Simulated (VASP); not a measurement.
# Mg2B6Pt (R-3m) in VASP: relaxation of cell and atoms with PBE

Aim: the relaxation of cell and atoms of Mg2B6Pt with PBE.

Everything below comes from runs of VASP 6.6.1. Logs are shortened: lines on timing, memory, paths and dates and some standing lists are left out, and cuts for length are marked.

## Step 1: The cell of the first run

Symmetry: R-3m, No. 166, trigonal system. Conventional cell: a = 5.758 Å, b = 5.758 Å, c = 12.842 Å, α = 90.00°, β = 90.00°, γ = 120.00°. Within 3.2 Å of Mg (site symmetry 3m) lie 6 B at 2.43 Å and 1 Pt at 2.70 Å. Within 2.1 Å of B (site symmetry 2) lie 3 B at 1.58 to 2.09 Å and 1 Pt at 2.09 Å. Pt (site symmetry -3m) has 6 B at 2.09 Å and 2 Mg at 2.70 Å within 2.8 Å.

The cell was generated, and may not be a known phase.

## Step 2: Relaxation of cell and atoms, PBE

INCAR reads:

```
PREC = Accurate ; ENCUT = 600
EDIFF = 1E-6 ; ISMEAR = 0
SIGMA = 0.1 ; LREAL = False
LASPH = True ; NELM = 60
ALGO = Fast ; ISIF = 3
LWAVE = False ; LCHARG = False
GGA = PE ; IBRION = 2
NSW = 100 ; EDIFFG = -0.01
```

KPOINTS reads:

```
Automatic mesh
0
Gamma
  12 12 12
```

POSCAR reads:

```
Mg2B6Pt
1.0
    2.8789389228      1.6621561620      4.2805398643
   -2.8789389228      1.6621561620      4.2805398643
    0.0000000000     -3.3243123241      4.2805398643
Mg B Pt
2 6 1
Direct
    0.2897496003      0.2897496003      0.2897496003
    0.7102503997      0.7102503997      0.7102503997
    0.1370870696      0.8629129304      0.5000000000
    0.5000000000      0.1370870696      0.8629129304
    0.8629129304      0.5000000000      0.1370870696
    0.8629129304      0.1370870696      0.5000000000
    0.5000000000      0.8629129304      0.1370870696
    0.1370870696      0.5000000000      0.8629129304
    0.5000000000      0.5000000000      0.5000000000
```

Potentials or basis: VASP PAW PBE potentials, release 64 (Mg, B, Pt).

The run is started by

```bash
cat potpaw_PBE.64/Mg/POTCAR potpaw_PBE.64/B/POTCAR potpaw_PBE.64/Pt/POTCAR > POTCAR
mpirun -np 1 vasp_std > vasp.out
```

OUTCAR:

```text
PREC = Accurate
   ENCUT = 600
   EDIFF = 1E-6
   ISMEAR = 0
   LREAL = False
   LASPH = True
   NELM = 60
   ISIF = 3
   GGA = PE
   IBRION = 2
   NSW = 100
   EDIFFG = -0.01

 ion  position               nearest neighbor table
   1  0.290  0.290  0.290-   3 2.43   6 2.43   4 2.43   8 2.43   7 2.43   5 2.43   9 2.70   2 3.51
                             2 3.51   2 3.51
   2  0.710  0.710  0.710-   3 2.43   6 2.43   5 2.43   7 2.43   4 2.43   8 2.43   9 2.70   1 3.51
                             1 3.51   1 3.51
   3  0.137  0.863  0.500-   6 1.58   7 2.09   8 2.09   9 2.09   1 2.43   2 2.43
   4  0.500  0.137  0.863-   7 1.58   6 2.09   9 2.09   8 2.09   1 2.43   2 2.43
   5  0.863  0.500  0.137-   8 1.58   6 2.09   9 2.09   7 2.09   2 2.43   1 2.43
   6  0.863  0.137  0.500-   3 1.58   4 2.09   5 2.09   9 2.09   1 2.43   2 2.43
   7  0.500  0.863  0.137-   4 1.58   3 2.09   9 2.09   5 2.09   2 2.43   1 2.43
   8  0.137  0.500  0.863-   5 1.58   3 2.09   9 2.09   4 2.09   1 2.43   2 2.43
   9  0.500  0.500  0.500-   4 2.09   5 2.09   7 2.09   8 2.09   3 2.09   6 2.09   1 2.70   2 2.70

  LATTYP: Found a trigonal (rhomboedric) cell.
 ALAT       =     5.4197854162
 COS(alpha) =     0.4356731495

  Lattice vectors:

 A1 = (   2.8789389228,   1.6621561620,   4.2805398643)
 A2 = (  -2.8789389228,   1.6621561620,   4.2805398643)
 A3 = (   0.0000000000,  -3.3243123241,   4.2805398643)

Analysis of symmetry for initial positions (statically):
=====================================================================
 Subroutine PRICEL returns:
 Original cell was already a primitive cell.

 Routine SETGRP: Setting up the symmetry group for a
 trigonal (rhombohedral) supercell.

 Subroutine GETGRP returns: Found 12 space group operations
 (whereof 12 operations were pure point group operations)
 out of a pool of 12 trial point group operations.

The static configuration has the point symmetry D_3d.

Analysis of symmetry for dynamics (positions and initial velocities):
=====================================================================
 Subroutine PRICEL returns:
 Original cell was already a primitive cell.

 Routine SETGRP: Setting up the symmetry group for a
 trigonal (rhombohedral) supercell.

 Subroutine GETGRP returns: Found 12 space group operations
 (whereof 12 operations were pure point group operations)
 out of a pool of 12 trial point group operations.

The dynamic configuration has the point symmetry D_3d.

 Subroutine INISYM returns: Found 12 space group operations
 (whereof 12 operations are pure point group operations),
 and found     1 'primitive' translations

----------------------------------------------------------------------------------------

                                     Primitive cell

  volume of cell :     122.9006

  direct lattice vectors                    reciprocal lattice vectors
     2.878938923  1.662156162  4.280539864     0.173675098  0.100271365  0.077871797
    -2.878938923  1.662156162  4.280539864    -0.173675098  0.100271365  0.077871797
     0.000000000 -3.324312324  4.280539864     0.000000000 -0.200542729  0.077871797

  length of vectors
     5.419785416  5.419785416  5.419785416     0.215131130  0.215131130  0.215131130

  position of ions in fractional coordinates (direct lattice)
     0.289749600  0.289749600  0.289749600
     0.710250400  0.710250400  0.710250400
     0.137087070  0.862912930  0.500000000
     0.500000000  0.137087070  0.862912930
     0.862912930  0.500000000  0.137087070
     0.862912930  0.137087070  0.500000000
     0.500000000  0.862912930  0.137087070
     0.137087070  0.500000000  0.862912930
     0.500000000  0.500000000  0.500000000

  ion indices of the primitive-cell ions
   primitive index   ion index
                 1           1
                 2           2
                 3           3
                 4           4
                 5           5
                 6           6
                 7           7
                 8           8
                 9           9

----------------------------------------------------------------------------------------

 KPOINTS: Automatic mesh

Automatic generation of k-mesh.
 Grid dimensions read from file:
 generate k-points for:   12   12   12

 Generating k-lattice:

  Cartesian coordinates                     Fractional coordinates (reciprocal lattice)
     0.014472925  0.008355947  0.006489316     0.083333333 -0.000000000  0.000000000
    -0.014472925  0.008355947  0.006489316    -0.000000000  0.083333333  0.000000000
     0.000000000 -0.016711894  0.006489316     0.000000000  0.000000000  0.083333333

  Length of vectors
     0.017927594  0.017927594  0.017927594

  Shift w.r.t. Gamma in fractional coordinates (k-lattice)
     0.000000000  0.000000000  0.000000000

 Subroutine IBZKPT returns following result:
 ===========================================

 Found    189 irreducible k-points:

 Following reciprocal coordinates:
            Coordinates               Weight
  0.000000  0.000000  0.000000      1.000000
  0.083333 -0.000000  0.000000      6.000000
  0.166667 -0.000000  0.000000      6.000000
  0.250000  0.000000  0.000000      6.000000
  0.333333 -0.000000  0.000000      6.000000
  0.416667 -0.000000  0.000000      6.000000
[... 16 lines left out ...]
  0.500000  0.166667  0.000000     12.000000
 -0.416667  0.166667 -0.000000     12.000000
 [... further k-points ...]
   k-points           NKPTS =    189   k-points in BZ     NKDIM =    189   number of bands    NBANDS=     21
   number of dos      NEDOS =    301   number of ions     NIONS =      9
   total plane-waves  NPLWV = 110592
   dimension x,y,z NGX =    48 NGY =   48 NGZ =   48
   dimension x,y,z NGXF=    96 NGYF=   96 NGZF=   96
   ions per type =               2   6   1
   NGX,Y,Z   is equivalent  to a cutoff of  14.72, 14.72, 14.72 a.u.
   NGXF,Y,Z  is equivalent  to a cutoff of  29.45, 29.45, 29.45 a.u.
 SYSTEM =  unknown system
   PREC   = accura    normal or accurate (medium, high low for compatibility)
   ISTART =      0    job   : 0-new  1-cont  2-samecut
   ICHARG =      2    charge: 1-file 2-atom 10-const
   ISPIN  =      1    spin polarized calculation?
   LNONCOLLINEAR =      F non collinear calculations
   LSORBIT =      F    spin-orbit coupling
   LASPH  =      T    aspherical Exc in radial PAW
   ENCUT  =  600.0 eV  44.10 Ry    6.64 a.u.  10.82 10.82 10.82*2*pi/ulx,y,z
   NELM   =     60;   NELMIN=  2; NELMDL= -5     # of ELM steps
   EDIFF  = 0.1E-05   stopping-criterion for ELM
   LREAL  =      F    real-space projection
   EDIFFG = -.1E-01   stopping-criterion for IOM
   NSW    =    100    number of steps for IOM
   IBRION =      2    ionic relax: 0-MD 1-quasi-New 2-CG
   NFREE  =      1    steps in history (QN), initial steepest desc. (CG)
   ISIF   =      3    stress and relaxation
   ISYM   =      2    0-nonsym 1-usesym 2-fastsym
   POTIM  = 0.5000    time-step for ionic-motion
   TEBEG  =    0.0;   TEEND  =   0.0 temperature during run
   PSTRESS=    0.0 pullay stress
   NELECT =      32.0000    total number of electrons
   NUPDOWN=      -1.0000    fix difference up-down
   EMIN   =  10.00;   EMAX   =-10.00  energy-range for DOS
   EFERMI =   0.00;   METHOD = LEGACY
   ISMEAR =     0;   SIGMA  =   0.10  broadening in eV -4-tet -1-fermi 0-gaus
   EFERMI_NEDOS =   21; number of points for ismear=-14 and -15
   IALGO  =     68    algorithm
   IMIX   =      4    mixing-type and parameters
     AMIX     =   0.40;   BMIX     =  1.00
     AMIX_MAG =   1.60;   BMIX_MAG =  1.00
  volume/ion in A,a.u.               =      13.66        92.15
  Fermi-wavevector in a.u.,A,eV,Ry     =   1.045378  1.975478 14.868661  1.092816
  Thomas-Fermi vector in A             =   2.180171
   LORBIT       =      0    0 simple, 1 ext, 2 COOP (PROOUT), +10 PAW based schemes
   GGA     = PE    functional components
   LHFCALC =     F    Hartree Fock is set to
   AEXX    =    0.0000 exact exchange contribution
   IVDW    =     0    specifies the selected vdW correction
   LEPSILON=     F    determine dielectric tensor
   LRPA    =     F    only Hartree local field effects (RPA)
 conjugate gradient relaxation of ions
 non-spin polarized calculation
 RMM-DIIS sequential band-by-band and
 Gauss-broadening in eV      SIGMA  =   0.10
  energy-cutoff  :      600.00
  volume of cell :      122.90
 maximum number of plane-waves:      4139
 NGX is ok and might be reduce to    48
   NGX = 21   NGY = 21   NGZ = 21

--------------------------------------- Ionic step        1  -------------------------------------------

 number of electron      32.0000000 magnetization

 Free energy of the ion-electron system (eV)
  ---------------------------------------------------
  ext. energy  EPLUGINS =         0.00000000
  ---------------------------------------------------
  free energy    TOTEN  =       -46.13563114 eV

  energy without entropy =      -46.12865189  energy(sigma->0) =      -46.13214151

------------------------ aborting loop because EDIFF is reached ----------------------------------------

  FORCE on cell =-STRESS in cart. coord.  units (eV):
  Direction    XX          YY          ZZ          XY          YZ          ZX
  --------------------------------------------------------------------------------------
  -------------------------------------------------------------------------------------
  Total       -0.1082705     -0.1082705      0.0741782      0.0000000     -0.0000000      0.0000000
  in kB       -1.4114535     -1.4114535      0.9670139      0.0000000     -0.0000000      0.0000000
  external PRESSURE =      -0.6186310 kB  Pullay stress =       0.0000000 kB
[... 114 lines left out ...]
  energy  without entropy=      -46.1287818632  energy(sigma->0) =      -46.13225609

--------------------------------------- Ionic step        4  -------------------------------------------

 number of electron      32.0000000 magnetization

 Free energy of the ion-electron system (eV)
  ---------------------------------------------------
  ext. energy  EPLUGINS =         0.00000000
  ---------------------------------------------------
  free energy    TOTEN  =       -46.13579592 eV

  energy without entropy =      -46.12887306  energy(sigma->0) =      -46.13233449

 E-fermi :   4.0584     XC(G=0):  -9.6435

 val. band max:        4.0556988168   @ k =  -0.0833   0.3333   0.0833
 cond. band min:       4.0586674813   @ k =  -0.1667   0.1667   0.0833
 fundamental gap:      0.0029686645
 Fermi energy:         4.0584272304

 k-point     1 :       0.0000    0.0000    0.0000
  band No.  band energies     occupation
      1      -8.1149      2.00000
      2      -4.6395      2.00000
      3      -4.6395      2.00000
      4      -2.9078      2.00000
      5      -2.7446      2.00000
      6      -2.7446      2.00000
[... 550 lines left out ...]
      5      -3.8873      2.00000
      6      -2.3301      2.00000
[... 13 lines left out ...]
     20       7.3857      0.00000
     21       8.1122      0.00000

 [... further k-points ...]
[... 5 lines left out ...]
  --------------------------------------------------------------------------------------
  -------------------------------------------------------------------------------------
  Total        0.0440195      0.0440195      0.0053374      0.0000000     -0.0000000      0.0000000
  in kB        0.5740391      0.5740391      0.0696025      0.0000000     -0.0000000      0.0000000
  external PRESSURE =       0.4058936 kB  Pullay stress =       0.0000000 kB
[... 24 lines left out ...]
  FREE ENERGIE OF THE ION-ELECTRON SYSTEM (eV)
  ---------------------------------------------------
  free  energy   TOTEN  =       -46.1357959249 eV

  energy  without entropy=      -46.1288730580  energy(sigma->0) =      -46.13233449

 reached required accuracy - stopping structural energy minimisation
```

Wall time 43 min (1 thread of AMD EPYC 9755, shared host); peak memory 0.78 GiB.

What came out:

```yaml
Free_energy: -46.1358 eV
Relaxed_volume: 13.65 Å³/atom
Relaxed_cell: a = 5.421 Å, b = 5.421 Å, c = 5.421 Å, α = 64.12°, β = 64.12°, γ = 64.12°
Space_group_after_relaxing_to_0.1_Å: R-3m (No. 166)
Energy_gained_by_relaxing: 0.0 meV/atom
Ionic_steps: 4
Pressure_after_relaxing: 0.0 GPa
Largest_force_after_relaxing: 0.009 eV/Å
Band_gap_on_the_k_mesh: zero (bands 16 and 17 overlap by 3.35 eV)
```

Forces on the atoms (eV/Å):
```
Mg   0.000  0.000  0.009
Mg   0.000  0.000 -0.009
B   -0.003  0.000  0.000
B    0.001 -0.002  0.000
B    0.001  0.002  0.000
B    0.003  0.000  0.000
B   -0.001  0.002  0.000
B   -0.001 -0.002  0.000
Pt   0.000  0.000  0.000
```

The path:
| step | energy change (eV) | largest force (eV/Å) | pressure (GPa) | volume (Å³) |
| --- | --- | --- | --- | --- |
| 1 | 0.0000 | 0.0263 | -0.06 | 122.90 |
| 2 | -0.0001 | 0.0302 | 0.11 | 122.81 |
| 3 | -0.0001 | 0.0234 | 0.04 | 122.84 |
| 4 | -0.0002 | 0.0094 | 0.04 | 122.86 |

Final structure:
```
Mg B Pt
1.0
     2.87751    1.66133    4.28342
    -2.87751    1.66133    4.28342
     0.00000   -3.32266    4.28342
Mg B Pt
2 6 1
Direct
  0.28993 0.28993 0.28993
  0.71007 0.71007 0.71007
  0.13704 0.86296 0.50000
  0.50000 0.13704 0.86296
  0.86296 0.50000 0.13704
  0.86296 0.13704 0.50000
  0.50000 0.86296 0.13704
  0.13704 0.50000 0.86296
  0.50000 0.50000 0.50000
```

Caveat: spin-orbit coupling is left out, which moves the levels of the heavy elements.
